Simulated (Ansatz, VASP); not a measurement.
KTaO3 in VASP and in Ansatz

```
CELL_PARAMETERS angstrom
4.10795 0.00000 0.00000
0.00000 4.10795 0.00000
0.00000 0.00000 3.98830
ATOMIC_POSITIONS crystal
K 0.50000 0.50000 0.50000
Ta 0.00000 0.00000 0.00000
O 0.50000 0.00000 0.00000
O 0.00000 0.50000 0.00000
O 0.00000 0.00000 0.50000
```

Change from the starting cell: equal xx and yy strain of +3 %.

Alike in both runs: task single point; functional PBE; k mesh 5 × 5 × 5; occupations fermi-dirac, width 0.01 eV; no spin polarisation.

|  | VASP | Ansatz |
| --- | --- | --- |
| version | VASP 6.6.1 | Ansatz 0.2.0 |
| potentials or method | VASP PAW PBE potentials, release 64 (K_sv, Ta_pv, O), cutoff 520 eV | all-electron LAPW, scalar-relativistic |

VASP gave:

```
gap on the k mesh at the Fermi level (eV)                     : 2.10
pressure (GPa)                                                : -4.8
traceless stress, the component that is largest in VASP (GPa) : 6.22
```

What did Ansatz give for the same quantities?

gap on the k mesh at the Fermi level (eV): 2.16; pressure (GPa): -5.2; traceless stress, the component that is largest in VASP (GPa): 6.11.

Ansatz ran all-electron here, and VASP with PAW potentials.

Spin-orbit coupling is off throughout.
